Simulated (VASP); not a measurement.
# La (Fd-3m) in VASP: notebook

The runs below take La through single point, with LDA.

All numbers are computed with VASP 6.6.1; they aren't measurements. Logs are shortened: lines on timing, memory, paths and dates and some standing lists are left out, and cuts for length are marked.

## (1) The cell of the first run

It takes space group Fd-3m (No. 227, cubic). The conventional cell has a = 5.943 Å, b = 5.943 Å, c = 5.943 Å, α = 90.00°, β = 90.00°, γ = 90.00°. Within 3.4 Å of La (site symmetry -43m) lie 4 La at 2.57 Å.

## (2) Single point, LDA (volume scaled by 0.76)

INCAR

```
SYSTEM = La
PREC = Accurate ; ENCUT = 520
EDIFF = 1E-7 ; ISMEAR = -1
SIGMA = 0.05 ; LREAL = .False.
LASPH = .True. ; NELM = 60
ALGO = Normal ; ISIF = 2
LWAVE = .False. ; LCHARG = .False.
GGA = CA ; NBANDS = 18
```

KPOINTS

```
regular mesh
0
Gamma
  11 11 11
  0 0 0
```

POSCAR

```
La
1.0
    0.0000000000      2.9717164314      2.9717164314
    2.9717164314      0.0000000000      2.9717164314
    2.9717164314      2.9717164314      0.0000000000
La
2
Direct
   -0.1250000000     -0.1250000000     -0.1250000000
    0.1250000000      0.1250000000      0.1250000000
```

Potentials or basis: VASP PAW LDA potentials, release 64 (La).

On the command line:

```
> cat potpaw_LDA.64/La/POTCAR > POTCAR
> mpirun -np 1 vasp_std > vasp.out
```

OUTCAR:

```text
SYSTEM = La
   PREC = Accurate
   ENCUT = 520
   EDIFF = 1E-7
   ISMEAR = -1
   LREAL = .False.
   LASPH = .True.
   NELM = 60
   ISIF = 2
   GGA = CA

 ion  position               nearest neighbor table
   1  0.875  0.875  0.875-   2 2.57   2 2.57   2 2.57   2 2.57
   2  0.125  0.125  0.125-   1 2.57   1 2.57   1 2.57   1 2.57

  LATTYP: Found a face centered cubic cell.
 ALAT       =     5.9434328628

  Lattice vectors:

 A1 = (   0.0000000000,   2.9717164314,   2.9717164314)
 A2 = (   2.9717164314,   0.0000000000,   2.9717164314)
 A3 = (   2.9717164314,   2.9717164314,   0.0000000000)

Analysis of symmetry for initial positions (statically):
=====================================================================
 Subroutine PRICEL returns:
 Original cell was already a primitive cell.

 Routine SETGRP: Setting up the symmetry group for a
 face centered cubic supercell.

 Subroutine GETGRP returns: Found 48 space group operations
 (whereof 12 operations were pure point group operations)
 out of a pool of 48 trial point group operations.

The static configuration has the point symmetry D_3d.
 The point group associated with its full space group is O_h .

Analysis of symmetry for dynamics (positions and initial velocities):
=====================================================================
 Subroutine PRICEL returns:
 Original cell was already a primitive cell.

 Routine SETGRP: Setting up the symmetry group for a
 face centered cubic supercell.

 Subroutine GETGRP returns: Found 48 space group operations
 (whereof 12 operations were pure point group operations)
 out of a pool of 48 trial point group operations.

The dynamic configuration has the point symmetry D_3d.
 The point group associated with its full space group is O_h .

 Subroutine INISYM returns: Found 48 space group operations
 (whereof 12 operations are pure point group operations),
 and found     1 'primitive' translations

----------------------------------------------------------------------------------------

                                     Primitive cell

  volume of cell :      52.4870

[... 78 lines left out ...]
 SYSTEM =  La
   PREC   = accura    normal or accurate (medium, high low for compatibility)
   ISTART =      0    job   : 0-new  1-cont  2-samecut
   ICHARG =      2    charge: 1-file 2-atom 10-const
   ISPIN  =      1    spin polarized calculation?
   LNONCOLLINEAR =      F non collinear calculations
   LSORBIT =      F    spin-orbit coupling
   LASPH  =      T    aspherical Exc in radial PAW
   ENCUT  =  520.0 eV  38.22 Ry    6.18 a.u.   7.81  7.81  7.81*2*pi/ulx,y,z
   NELM   =     60;   NELMIN=  2; NELMDL= -5     # of ELM steps
   EDIFF  = 0.1E-06   stopping-criterion for ELM
   LREAL  =      F    real-space projection
   EDIFFG = 0.1E-05   stopping-criterion for IOM
   NSW    =      0    number of steps for IOM
   IBRION =     -1    ionic relax: 0-MD 1-quasi-New 2-CG
   NFREE  =      0    steps in history (QN), initial steepest desc. (CG)
   ISIF   =      2    stress and relaxation
   ISYM   =      2    0-nonsym 1-usesym 2-fastsym
   POTIM  = 0.5000    time-step for ionic-motion
   TEBEG  =    0.0;   TEEND  =   0.0 temperature during run
   PSTRESS=    0.0 pullay stress
   NELECT =      22.0000    total number of electrons
   NUPDOWN=      -1.0000    fix difference up-down
   EMIN   =  10.00;   EMAX   =-10.00  energy-range for DOS
   EFERMI =   0.00;   METHOD = LEGACY
   ISMEAR =    -1;   SIGMA  =   0.05  broadening in eV -4-tet -1-fermi 0-gaus
   EFERMI_NEDOS =   21; number of points for ismear=-14 and -15
   IALGO  =     38    algorithm
   IMIX   =      4    mixing-type and parameters
     AMIX     =   0.40;   BMIX     =  1.00
     AMIX_MAG =   1.60;   BMIX_MAG =  1.00
  volume/ion in A,a.u.               =      26.24       177.10
  Fermi-wavevector in a.u.,A,eV,Ry     =   1.225176  2.315246 20.423099  1.501055
  Thomas-Fermi vector in A             =   2.360223
   LORBIT       =      0    0 simple, 1 ext, 2 COOP (PROOUT), +10 PAW based schemes
   GGA     = CA    functional components
   LHFCALC =     F    Hartree Fock is set to
   AEXX    =    0.0000 exact exchange contribution
   IVDW    =     0    specifies the selected vdW correction
   LEPSILON=     F    determine dielectric tensor
   LRPA    =     F    only Hartree local field effects (RPA)
 non-spin polarized calculation
  energy-cutoff  :      520.00
  volume of cell :       52.49
 maximum number of plane-waves:      1425
   NGX = 15   NGY = 15   NGZ = 15

 number of electron      22.0000000 magnetization

 Free energy of the ion-electron system (eV)
  ---------------------------------------------------
  ext. energy  EPLUGINS =         0.00000000
  ---------------------------------------------------
  free energy    TOTEN  =        -8.14341266 eV

  energy without entropy =       -8.13709807  energy(sigma->0) =       -8.14025537

 E-fermi :  10.7558     XC(G=0): -10.9467

 val. band max:       10.7358682563   @ k =   0.4545   0.3636   0.0909
 cond. band min:      10.8065216959   @ k =  -0.4545   0.4545   0.0909
 fundamental gap:      0.0706534396
 Fermi energy:        10.7558054755

 k-point     1 :       0.0000    0.0000    0.0000
  band No.  band energies     occupation
      1     -23.2854      2.00000
      2     -19.0151      2.00000
      3      -7.3610      2.00000
      4      -7.3610      2.00000
      5      -7.3610      2.00000
      6      -3.7362      2.00000
[... 481 lines left out ...]
      5      -6.8858      2.00000
      6      -3.4835      2.00000
[... 10 lines left out ...]
     17      12.9044      0.00000
     18      13.2608      0.00000

 [... further k-points ...]

------------------------ aborting loop because EDIFF is reached ----------------------------------------

  FORCE on cell =-STRESS in cart. coord.  units (eV):
  Direction    XX          YY          ZZ          XY          YZ          ZX
  --------------------------------------------------------------------------------------
  -------------------------------------------------------------------------------------
  Total       10.8996246     10.8996246     10.8996246      0.0000000     -0.0000000      0.0000000
  in kB      332.7131998    332.7131998    332.7131998      0.0000000     -0.0000000      0.0000000
  external PRESSURE =     332.7131998 kB  Pullay stress =       0.0000000 kB

 VOLUME and BASIS-vectors are now :
 -----------------------------------------------------------------------------
  energy-cutoff  :      520.00
  volume of cell :       52.49
      direct lattice vectors                 reciprocal lattice vectors
     0.000000000  2.971716431  2.971716431    -0.168252931  0.168252931  0.168252931
     2.971716431  0.000000000  2.971716431     0.168252931 -0.168252931  0.168252931
     2.971716431  2.971716431  0.000000000     0.168252931  0.168252931 -0.168252931

 POSITION                                       TOTAL-FORCE (eV/Angst)
 -----------------------------------------------------------------------------------
      5.20050      5.20050      5.20050        -0.000000     -0.000000     -0.000000
      0.74293      0.74293      0.74293         0.000000      0.000000      0.000000
 -----------------------------------------------------------------------------------
    total drift:                                0.000000      0.000000     -0.000000

  FREE ENERGIE OF THE ION-ELECTRON SYSTEM (eV)
  ---------------------------------------------------
  free  energy   TOTEN  =        -8.1434126601 eV

  energy  without entropy=       -8.1370980713  energy(sigma->0) =       -8.14025537
```

OSZICAR:

```text
N       E                     dE             d eps       ncg     rms          rms(c)
DAV:   1     0.240366423714E+03    0.24037E+03   -0.79640E+03  2088   0.188E+03
DAV:   2     0.280978406405E+02   -0.21227E+03   -0.20835E+03  2872   0.321E+02
DAV:   3    -0.583139440663E+01   -0.33929E+02   -0.33042E+02  3378   0.148E+02
DAV:   4    -0.918702654715E+01   -0.33556E+01   -0.33060E+01  3920   0.423E+01
DAV:   5    -0.941063157977E+01   -0.22361E+00   -0.22301E+00  3352   0.113E+01    0.111E+01
DAV:   6    -0.838424864195E+01    0.10264E+01   -0.24115E+00  3828   0.144E+01    0.730E+00
DAV:   7    -0.815995624957E+01    0.22429E+00   -0.48437E-01  3974   0.465E+00    0.238E+00
DAV:   8    -0.814337828232E+01    0.16578E-01   -0.53687E-02  3912   0.207E+00    0.328E-01
DAV:   9    -0.814337653736E+01    0.17450E-05   -0.46352E-03  3912   0.421E-01    0.856E-02
DAV:  10    -0.814340838947E+01   -0.31852E-04   -0.62547E-04  3752   0.223E-01    0.459E-02
DAV:  11    -0.814341293438E+01   -0.45449E-05   -0.79450E-05  3952   0.870E-02    0.155E-02
DAV:  12    -0.814341247931E+01    0.45506E-06   -0.20197E-05  3408   0.500E-02    0.449E-03
DAV:  13    -0.814341261021E+01   -0.13090E-06   -0.13381E-06  3712   0.885E-03    0.502E-03
DAV:  14    -0.814341266006E+01   -0.49850E-07   -0.11418E-07  2488   0.402E-03
   1 F= -.81434127E+01 E0= -.81402554E+01  d E =-.631459E-02
```

stdout:

```text
POSCAR found type information on POSCAR La
 POSCAR found :  1 types and       2 ions
 scaLAPACK will be used
 LDA part: xc-table for (Slater(with rela. corr.)+CA(PZ))
 , standard interpolation
 POSCAR, INCAR and KPOINTS ok, starting setup
 FFT: planning ... GRIDC
 FFT: planning ... GRID_SOFT
 FFT: planning ... GRID
 WAVECAR not read
 entering main loop
```

Wall time 48 s (1 thread of Intel Xeon Platinum 8124M at 3.00GHz (Skylake/Cascade Lake), shared host); peak memory 0.19 GiB.

What came out:

```
Free energy            : -8.1434 eV
Pressure               : 33.3 GPa
Band gap on the k mesh : zero (band 11 reaches 10.84 eV, above the bottom of band 12 at 10.63 eV)
```

Levels at points of the mesh, in eV from the Fermi level:
```csv
k point,band 8,band 9,band 10,band 11,band 12,band 13,band 14,band 15
"(0.00, 0.00, 0.00)",-14.49,-2.21,-1.02,-1.02,1.12,1.12,1.12,2.12
```

Caveat: spin-orbit coupling is left out, which moves the levels of the heavy elements.

[end of part 1 of 2]
